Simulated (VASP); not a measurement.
Input of a VASP 6.6.1 run:

The input INCAR:

```
SYSTEM = Te
PREC     = Accurate       ! precision mode
ENCUT    = 520            ! plane-wave cutoff, eV
EDIFF    = 1E-8           ! SCF threshold, eV
ISMEAR   = -1             ! smearing method
SIGMA    = 0.08           ! smearing width, eV
LREAL    = .FALSE.        ! projectors in reciprocal space
LASPH    = .TRUE.         ! aspherical terms in the spheres
NELM     = 100            ! most SCF steps
ALGO     = Normal         ! electronic algorithm
ISIF     = 2              ! what is computed and relaxed
LWAVE    = .FALSE.        ! write WAVECAR
LCHARG   = .FALSE.        ! write CHGCAR
LEFG     = .TRUE.       
NBANDS   = 16             ! bands
```

The input KPOINTS:

```
Automatic mesh
0
G
  9 9 6
  0 0 0
```

Contents of POSCAR:

```
Te
1.0
    4.5454334104      0.0000000000      0.0000000000
   -2.2727167053      3.9364608047      0.0000000000
    0.0000000000      0.0000000000      6.0412059728
Te
3
Direct
    0.7450000000      0.0000000000      0.3333333333
    0.0000000000      0.7450000000      0.6666666667
    0.2550000000      0.2550000000      0.0000000000
```

Potentials or basis: VASP PAW LDA potentials, release 64 (Te).

Launch:

```bash
$ cat potpaw_LDA.64/Te/POTCAR > POTCAR
$ mpirun -np 1 vasp_std > vasp.out
```

(1) Predict the largest force.

(2) Predict the pressure.

Answers

(1) 0.140 eV/Å.

(2) -2.8 GPa.

Caveat: without QUAD_EFG the Cq values of the log hold for a quadrupole moment of 1 mb, not for the nuclei.
